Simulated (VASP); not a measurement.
# AsO (P4/mmm) in VASP: a series of runs

AsO is run at these levels: PBE; tasks: single point, relaxation of cell and atoms.

All numbers are computed with VASP 6.6.1; they aren't measurements. Logs are shortened: lines on timing, memory, paths and dates and some standing lists are left out, and cuts for length are marked.

**1. The cell of the first run**

It takes space group P4/mmm (No. 123, tetragonal). The conventional cell has a = 2.880 Å, b = 2.880 Å, c = 3.697 Å, α = 90.00°, β = 90.00°, γ = 90.00°. Within 2.5 Å of As (site symmetry 4/mmm) lie 2 O at 1.85 Å. Within 2.5 Å of O (site symmetry 4/mmm) lie 2 As at 1.85 Å.

The cell was generated, and may not be a known phase.

**2. Single point, PBE**

Contents of INCAR:

```
ALGO = Normal
EDIFF = 1E-6
ENCUT = 520
GGA = PE
ISIF = 2
ISMEAR = 0
LASPH = True
LCHARG = False
LREAL = False
LWAVE = False
NBANDS = 12
NELM = 80
PREC = Accurate
SIGMA = 0.1
```

Contents of KPOINTS:

```
k-points
0
Gamma
  20 20 16
```

Contents of POSCAR:

```
AsO
1.0
    2.8796566409      0.0000000000      0.0000000000
    0.0000000000      2.8796566409      0.0000000000
    0.0000000000      0.0000000000      3.6971432837
As O
1 1
Direct
    0.0000000000      0.0000000000      0.5000000000
    0.0000000000      0.0000000000      0.0000000000
```

Potentials or basis: VASP PAW PBE potentials, release 64 (As, O).

Launch:

```
> cat potpaw_PBE.64/As/POTCAR potpaw_PBE.64/O/POTCAR > POTCAR
> mpirun -np 1 vasp_std > vasp.out
```

OUTCAR:

```text
EDIFF = 1E-6
   ENCUT = 520
   GGA = PE
   ISIF = 2
   ISMEAR = 0
   LASPH = True
   LREAL = False
   NELM = 80
   PREC = Accurate

 ion  position               nearest neighbor table
   1  0.000  0.000  0.500-   2 1.85   2 1.85
   2  0.000  0.000  0.000-   1 1.85   1 1.85

  LATTYP: Found a simple tetragonal cell.
 ALAT       =     2.8796566409
 C/A-ratio  =     1.2838833739

  Lattice vectors:

 A1 = (   2.8796566409,   0.0000000000,   0.0000000000)
 A2 = (   0.0000000000,   2.8796566409,   0.0000000000)
 A3 = (   0.0000000000,   0.0000000000,   3.6971432837)

Analysis of symmetry for initial positions (statically):
=====================================================================
 Subroutine PRICEL returns:
 Original cell was already a primitive cell.

 Routine SETGRP: Setting up the symmetry group for a
 simple tetragonal supercell.

 Subroutine GETGRP returns: Found 16 space group operations
 (whereof 16 operations were pure point group operations)
 out of a pool of 16 trial point group operations.

The static configuration has the point symmetry D_4h.

Analysis of symmetry for dynamics (positions and initial velocities):
=====================================================================
 Subroutine PRICEL returns:
 Original cell was already a primitive cell.

 Routine SETGRP: Setting up the symmetry group for a
 simple tetragonal supercell.

 Subroutine GETGRP returns: Found 16 space group operations
 (whereof 16 operations were pure point group operations)
 out of a pool of 16 trial point group operations.

The dynamic configuration has the point symmetry D_4h.

 Subroutine INISYM returns: Found 16 space group operations
 (whereof 16 operations are pure point group operations),
 and found     1 'primitive' translations

----------------------------------------------------------------------------------------

                                     Primitive cell

  volume of cell :      30.6583

  direct lattice vectors                    reciprocal lattice vectors
     2.879656641  0.000000000  0.000000000     0.347263624  0.000000000  0.000000000
     0.000000000  2.879656641  0.000000000     0.000000000  0.347263624  0.000000000
     0.000000000  0.000000000  3.697143284     0.000000000  0.000000000  0.270479103

  length of vectors
     2.879656641  2.879656641  3.697143284     0.347263624  0.347263624  0.270479103

  position of ions in fractional coordinates (direct lattice)
     0.000000000  0.000000000  0.500000000
     0.000000000  0.000000000  0.000000000

  ion indices of the primitive-cell ions
   primitive index   ion index
                 1           1
                 2           2

----------------------------------------------------------------------------------------

 KPOINTS: k-points

Automatic generation of k-mesh.
 Grid dimensions read from file:
 generate k-points for:   20   20   16

 Generating k-lattice:

  Cartesian coordinates                     Fractional coordinates (reciprocal lattice)
     0.017363181  0.000000000  0.000000000     0.050000000  0.000000000  0.000000000
     0.000000000  0.017363181  0.000000000     0.000000000  0.050000000  0.000000000
     0.000000000  0.000000000  0.016904944     0.000000000  0.000000000  0.062500000

  Length of vectors
     0.017363181  0.017363181  0.016904944

  Shift w.r.t. Gamma in fractional coordinates (k-lattice)
     0.000000000  0.000000000  0.000000000

 Subroutine IBZKPT returns following result:
 ===========================================

 Found    594 irreducible k-points:

 Following reciprocal coordinates:
            Coordinates               Weight
  0.000000  0.000000  0.000000      1.000000
  0.050000  0.000000  0.000000      4.000000
  0.100000  0.000000  0.000000      4.000000
  0.150000  0.000000  0.000000      4.000000
  0.200000  0.000000  0.000000      4.000000
  0.250000  0.000000  0.000000      4.000000
[... 16 lines left out ...]
  0.150000  0.100000  0.000000      8.000000
  0.200000  0.100000  0.000000      8.000000
 [... further k-points ...]
   k-points           NKPTS =    594   k-points in BZ     NKDIM =    594   number of bands    NBANDS=     12
   number of dos      NEDOS =    301   number of ions     NIONS =      2
   total plane-waves  NPLWV =  16128
   dimension x,y,z NGX =    24 NGY =   24 NGZ =   28
   dimension x,y,z NGXF=    48 NGYF=   48 NGZF=   56
   ions per type =               1   1
   NGX,Y,Z   is equivalent  to a cutoff of  13.86, 13.86, 12.59 a.u.
   NGXF,Y,Z  is equivalent  to a cutoff of  27.71, 27.71, 25.18 a.u.
 SYSTEM =  unknown system
   PREC   = accura    normal or accurate (medium, high low for compatibility)
   ISTART =      0    job   : 0-new  1-cont  2-samecut
   ICHARG =      2    charge: 1-file 2-atom 10-const
   ISPIN  =      1    spin polarized calculation?
   LNONCOLLINEAR =      F non collinear calculations
   LSORBIT =      F    spin-orbit coupling
   LASPH  =      T    aspherical Exc in radial PAW
   ENCUT  =  520.0 eV  38.22 Ry    6.18 a.u.   5.35  5.35  6.87*2*pi/ulx,y,z
   NELM   =     80;   NELMIN=  2; NELMDL= -5     # of ELM steps
   EDIFF  = 0.1E-05   stopping-criterion for ELM
   LREAL  =      F    real-space projection
   EDIFFG = 0.1E-04   stopping-criterion for IOM
   NSW    =      0    number of steps for IOM
   IBRION =     -1    ionic relax: 0-MD 1-quasi-New 2-CG
   NFREE  =      0    steps in history (QN), initial steepest desc. (CG)
   ISIF   =      2    stress and relaxation
   ISYM   =      2    0-nonsym 1-usesym 2-fastsym
   POTIM  = 0.5000    time-step for ionic-motion
   TEBEG  =    0.0;   TEEND  =   0.0 temperature during run
   PSTRESS=    0.0 pullay stress
   NELECT =      11.0000    total number of electrons
   NUPDOWN=      -1.0000    fix difference up-down
   EMIN   =  10.00;   EMAX   =-10.00  energy-range for DOS
   EFERMI =   0.00;   METHOD = LEGACY
   ISMEAR =     0;   SIGMA  =   0.10  broadening in eV -4-tet -1-fermi 0-gaus
   EFERMI_NEDOS =   21; number of points for ismear=-14 and -15
   IALGO  =     38    algorithm
   IMIX   =      4    mixing-type and parameters
     AMIX     =   0.40;   BMIX     =  1.00
     AMIX_MAG =   1.60;   BMIX_MAG =  1.00
  volume/ion in A,a.u.               =      15.33       103.45
  Fermi-wavevector in a.u.,A,eV,Ry     =   1.163295  2.198309 18.412153  1.353255
  Thomas-Fermi vector in A             =   2.299846
   LORBIT       =      0    0 simple, 1 ext, 2 COOP (PROOUT), +10 PAW based schemes
   GGA     = PE    functional components
   LHFCALC =     F    Hartree Fock is set to
   AEXX    =    0.0000 exact exchange contribution
   IVDW    =     0    specifies the selected vdW correction
   LEPSILON=     F    determine dielectric tensor
   LRPA    =     F    only Hartree local field effects (RPA)
 non-spin polarized calculation
 Gauss-broadening in eV      SIGMA  =   0.10
  energy-cutoff  :      520.00
  volume of cell :       30.66
 maximum number of plane-waves:       844
 NGX is ok and might be reduce to    24
   NGX = 11   NGY = 11   NGZ = 13

 number of electron      11.0000002 magnetization

 Free energy of the ion-electron system (eV)
  ---------------------------------------------------
  ext. energy  EPLUGINS =         0.00000000
  ---------------------------------------------------
  free energy    TOTEN  =       -10.33515142 eV

  energy without entropy =      -10.33119241  energy(sigma->0) =      -10.33317192

 E-fermi :   3.5678     XC(G=0):  -9.9704

 val. band max:        3.5673998001   @ k =   0.3000   0.2500   0.3125
 cond. band min:       3.5683352728   @ k =   0.4000   0.3500   0.1875
 fundamental gap:      0.0009354727
 Fermi energy:         3.5677538414

 k-point     1 :       0.0000    0.0000    0.0000
  band No.  band energies     occupation
      1     -15.9761      2.00000
      2      -5.9409      2.00000
      3      -4.3697      2.00000
      4       1.3556      2.00000
      5       1.3556      2.00000
      6       9.2344      0.00000
      7       9.2344      0.00000
      8      11.4118      0.00000
      9      12.1389      0.00000
     10      12.3902      0.00000
     11      19.1049      0.00000
     12      21.1035      0.00000

 k-point     2 :       0.0500    0.0000    0.0000
  band No.  band energies     occupation
      1     -15.9627      2.00000
      2      -5.9137      2.00000
      3      -4.3573      2.00000
      4       1.2639      2.00000
      5       1.3638      2.00000
      6       8.7765      0.00000
      7       9.2601      0.00000
      8      11.5893      0.00000
      9      12.1419      0.00000
     10      12.7698      0.00000
     11      19.2247      0.00000
     12      20.6305      0.00000

 k-point     3 :       0.1000    0.0000    0.0000
  band No.  band energies     occupation
      1     -15.9236      2.00000
      2      -5.8326      2.00000
      3      -4.3212      2.00000
      4       0.9998      2.00000
      5       1.3878      2.00000
      6       7.8795      0.00000
      7       9.3363      0.00000
      8      11.8309      0.00000
      9      12.1503      0.00000
     10      13.7078      0.00000
     11      19.5835      0.00000
     12      19.6646      0.00000
[... 286 lines left out ...]
 k-point    23 :       0.1500    0.1000    0.0000
  band No.  band energies     occupation
      1     -15.8108      2.00000
      2      -5.5892      2.00000
      3      -4.2173      2.00000
      4       0.6417      2.00000
      5       1.0906      2.00000
      6       7.0149      0.00000
      7       8.1406      0.00000
      8      12.1919      0.00000
      9      13.2311      0.00000
     10      15.4217      0.00000
     11      18.6547      0.00000
     12      20.0320      0.00000

 k-point    24 :       0.2000    0.1000    0.0000
  band No.  band energies     occupation
      1     -15.7323      2.00000
      2      -5.4028      2.00000
      3      -4.1455      2.00000
      4       0.1429      2.00000
      5       1.1518      2.00000
      6       6.1181      0.00000
      7       8.3109      0.00000
      8      12.2197      0.00000
      9      13.6083      0.00000
     10      16.4220      0.00000
     11      17.6946      0.00000
     12      19.7299      0.00000

 [... further k-points ...]

------------------------ aborting loop because EDIFF is reached ----------------------------------------

  FORCE on cell =-STRESS in cart. coord.  units (eV):
  Direction    XX          YY          ZZ          XY          YZ          ZX
  --------------------------------------------------------------------------------------
  -------------------------------------------------------------------------------------
  Total       -0.0009599     -0.0009599      0.2974731      0.0000000      0.0000000      0.0000000
  in kB       -0.0501647     -0.0501647     15.5457121      0.0000000      0.0000000      0.0000000
  external PRESSURE =       5.1484609 kB  Pullay stress =       0.0000000 kB

 VOLUME and BASIS-vectors are now :
 -----------------------------------------------------------------------------
  energy-cutoff  :      520.00
  volume of cell :       30.66
      direct lattice vectors                 reciprocal lattice vectors
     2.879656641  0.000000000  0.000000000     0.347263624  0.000000000  0.000000000
     0.000000000  2.879656641  0.000000000     0.000000000  0.347263624  0.000000000
     0.000000000  0.000000000  3.697143284     0.000000000  0.000000000  0.270479103

 POSITION                                       TOTAL-FORCE (eV/Angst)
 -----------------------------------------------------------------------------------
      0.00000      0.00000      1.84857         0.000000      0.000000      0.000000
      0.00000      0.00000      0.00000         0.000000      0.000000      0.000000
 -----------------------------------------------------------------------------------
    total drift:                                0.000000      0.000000     -0.000000

  FREE ENERGIE OF THE ION-ELECTRON SYSTEM (eV)
  ---------------------------------------------------
  free  energy   TOTEN  =       -10.3351514249 eV

  energy  without entropy=      -10.3311924132  energy(sigma->0) =      -10.33317192
```

It took 3.3 min on 1 thread of Intel Xeon 8259CL, shared host; peak memory 0.33 GiB.

What came out:

* Free energy: -10.3352 eV
* Pressure: 0.5 GPa
* Band gap on the k mesh: zero (an odd number of electrons rules out a gap without spin polarisation)

Caveat: an odd number of electrons without spin polarisation forces a metal; a magnetic or distorted state may lie lower.

**3. Relaxation of cell and atoms, PBE**

This run uses another cell than the first one, of 15.25 Å³/atom.

Contents of INCAR:

```
PREC = Accurate
ENCUT = 600
EDIFF = 1E-7
ISMEAR = 0
SIGMA = 0.1
LREAL = F
LASPH = T
NELM = 60
ALGO = Normal
ISIF = 3
LWAVE = F
LCHARG = F
GGA = PE
IBRION = 2
NSW = 100
EDIFFG = -0.01
```

Contents of KPOINTS:

```
Automatic mesh
0
Gamma
  20 20 16
```

Contents of POSCAR:

```
AsO
1.0
    2.8732308990      0.0000000000      0.0000000000
    0.0000000000      2.8732308990      0.0000000000
    0.0000000000      0.0000000000      3.6948271243
As O
1 1
Direct
    0.0000000000      0.0000000000      0.5000000000
    0.0000000000      0.0000000000      0.0000000000
```

Potentials or basis: VASP PAW PBE potentials, release 64 (As, O).

Launch:

```
> cat potpaw_PBE.64/As/POTCAR potpaw_PBE.64/O/POTCAR > POTCAR
> mpirun -np 1 vasp_std > vasp.out
```

OUTCAR:

```text
PREC = Accurate
   ENCUT = 600
   EDIFF = 1E-7
   ISMEAR = 0
   LREAL = F
   LASPH = T
   NELM = 60
   ISIF = 3
   GGA = PE
   IBRION = 2
   NSW = 100
   EDIFFG = -0.01

 ion  position               nearest neighbor table
   1  0.000  0.000  0.500-   2 1.85   2 1.85
   2  0.000  0.000  0.000-   1 1.85   1 1.85

  LATTYP: Found a simple tetragonal cell.
 ALAT       =     2.8732308990
 C/A-ratio  =     1.2859485555

  Lattice vectors:

 A1 = (   2.8732308990,   0.0000000000,   0.0000000000)
 A2 = (   0.0000000000,   2.8732308990,   0.0000000000)
 A3 = (   0.0000000000,   0.0000000000,   3.6948271243)

Analysis of symmetry for initial positions (statically):
=====================================================================
 Subroutine PRICEL returns:
 Original cell was already a primitive cell.

 Routine SETGRP: Setting up the symmetry group for a
 simple tetragonal supercell.

 Subroutine GETGRP returns: Found 16 space group operations
 (whereof 16 operations were pure point group operations)
 out of a pool of 16 trial point group operations.

The static configuration has the point symmetry D_4h.

[... 169 lines left out ...]
  -------------------------------------------------------------------------------------
  Total        0.0258279      0.0258279      0.3310013      0.0000000      0.0000000      0.0000000
  in kB        1.3566405      1.3566405     17.3862147      0.0000000      0.0000000      0.0000000
  external PRESSURE =       6.6998319 kB  Pullay stress =       0.0000000 kB
[... 131 lines left out ...]
--------------------------------------- Ionic step        5  -------------------------------------------

 number of electron      10.9999998 magnetization

 Free energy of the ion-electron system (eV)
  ---------------------------------------------------
  ext. energy  EPLUGINS =         0.00000000
  ---------------------------------------------------
  free energy    TOTEN  =       -10.33765092 eV

  energy without entropy =      -10.33369284  energy(sigma->0) =      -10.33567188

 E-fermi :   3.5420     XC(G=0):  -9.9670

 val. band max:        3.5378032276   @ k =   0.4000   0.0500   0.0000
 cond. band min:       3.5439230708   @ k =   0.4000   0.3500   0.1875
 fundamental gap:      0.0061198432
 Fermi energy:         3.5419519986

 k-point     1 :       0.0000    0.0000    0.0000
  band No.  band energies     occupation
      1     -15.9590      2.00000
      2      -5.9833      2.00000
      3      -4.3563      2.00000
      4       1.3702      2.00000
      5       1.3702      2.00000
      6       9.2088      0.00000
      7       9.2088      0.00000
      8      11.4128      0.00000
      9      12.0858      0.00000
[... 265 lines left out ...]
 k-point    24 :       0.2000    0.1000    0.0000
  band No.  band energies     occupation
      1     -15.7146      2.00000
      2      -5.4429      2.00000
      3      -4.1304      2.00000
      4       0.1528      2.00000
      5       1.1653      2.00000
      6       6.0907      0.00000
      7       8.2863      0.00000
      8      12.1704      0.00000
      9      13.6064      0.00000

 [... further k-points ...]
[... 5 lines left out ...]
  --------------------------------------------------------------------------------------
  -------------------------------------------------------------------------------------
  Total       -0.0000700     -0.0000700      0.0009932      0.0000000      0.0000000      0.0000000
  in kB       -0.0036527     -0.0036527      0.0518452      0.0000000      0.0000000      0.0000000
  external PRESSURE =       0.0148466 kB  Pullay stress =       0.0000000 kB
[... 17 lines left out ...]
  FREE ENERGIE OF THE ION-ELECTRON SYSTEM (eV)
  ---------------------------------------------------
  free  energy   TOTEN  =       -10.3376509173 eV

  energy  without entropy=      -10.3336928405  energy(sigma->0) =      -10.33567188

 reached required accuracy - stopping structural energy minimisation
```

OSZICAR:

```text
N       E                     dE             d eps       ncg     rms          rms(c)
DAV:   1     0.370882277863E+02    0.37088E+02   -0.53759E+03 10708   0.114E+03
[... 41 lines left out ...]
       N       E                     dE             d eps       ncg     rms          rms(c)
DAV:   1    -0.103380502564E+02   -0.41761E-03   -0.84067E-03 11065   0.912E-01    0.144E-01
DAV:   2    -0.103377445472E+02    0.30571E-03   -0.41153E-03 11405   0.480E-01    0.537E-02
DAV:   3    -0.103376631772E+02    0.81370E-04   -0.55258E-04 11537   0.176E-01    0.185E-02
DAV:   4    -0.103376512083E+02    0.11969E-04   -0.51298E-05 11939   0.567E-02    0.515E-03
DAV:   5    -0.103376509099E+02    0.29842E-06   -0.19401E-06 12499   0.117E-02    0.219E-03
DAV:   6    -0.103376509173E+02   -0.74518E-08   -0.11201E-07  8709   0.347E-03
   5 F= -.10337651E+02 E0= -.10335672E+02  d E =-.638602E-04
```

Run time: 8.4 min. Hardware: 1 thread of Intel Xeon 8259CL, shared host; peak memory 0.36 GiB.

Results:

```yaml
Free_energy: -10.3377 eV
Relaxed_volume: 15.35 Å³/atom
Relaxed_cell: a = 2.879 Å, b = 2.879 Å, c = 3.704 Å, α = 90.00°, β = 90.00°, γ = 90.00°
Space_group_after_relaxing_to_0.1_Å: P4/mmm (No. 123)
Energy_gained_by_relaxing: 0.2 meV/atom
Ionic_steps: 5
Pressure_after_relaxing: 0.0 GPa
Band_gap_on_the_k_mesh: zero (an odd number of electrons rules out a gap without spin polarisation)
```

Step by step:
| step | energy change (eV) | largest force (eV/Å) | pressure (GPa) | volume (Å³) |
| --- | --- | --- | --- | --- |
| 1 | 0.0000 | 0.0000 | 0.67 | 30.50 |
| 2 | 0.0019 | 0.0000 | -1.19 | 30.78 |
| 3 | -0.0004 | 0.0000 | 0.12 | 30.58 |
| 4 | -0.0004 | 0.0000 | 0.07 | 30.63 |
| 5 | -0.0004 | 0.0000 | 0.00 | 30.69 |

Final structure:
```
As O
1.0
     2.87876    0.00000    0.00000
     0.00000    2.87876    0.00000
     0.00000    0.00000    3.70373
As O
1 1
Direct
  0.00000 0.00000 0.50000
  0.00000 0.00000 0.00000
```

Caveat: an odd number of electrons without spin polarisation forces a metal; a magnetic or distorted state may lie lower.
